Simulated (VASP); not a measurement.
Hg, 1 atom in the cell. The structure is cubic, space group Fm-3m (No. 225). The conventional cell has a = 4.784 Å, b = 4.784 Å, c = 4.784 Å, α = 90.00°, β = 90.00°, γ = 90.00°. Within 4.4 Å of Hg (site symmetry m-3m) lie 12 Hg at 3.38 Å. 

```yaml
Program: VASP 6.6.1
Task: single point
Functional: PBE
Potentials_or_basis: VASP PAW PBE potentials, release 64 (Hg_sv_GW)
Cutoff: 500 eV
k_mesh: 1 × 1 × 1
Occupations: gaussian, width 0.1 eV
Spin: no spin polarisation
Dipole_correction: no
Second_run: valence_matched
Further_INCAR_settings: ALGO = Normal; EDIFF = 1e-06; NBANDS = 16
```

Potentials or basis: VASP PAW PBE potentials, release 64 (Hg_sv_GW).

Command:

```bash
$ cat potpaw_PBE.64/Hg_sv_GW/POTCAR > POTCAR
$ mpirun -np 1 vasp_gam > vasp.out
```

Hardware: 1 thread of AMD EPYC 7R43 64-Core Processor (Zen 3), with other jobs on the host.

How long does it take, and how much memory?

It took 6.1 s on 1 thread of AMD EPYC 7R43 64-Core Processor (Zen 3) (shared host), peak memory 0.12 GiB. Counts: scf iterations 11, k points 1.
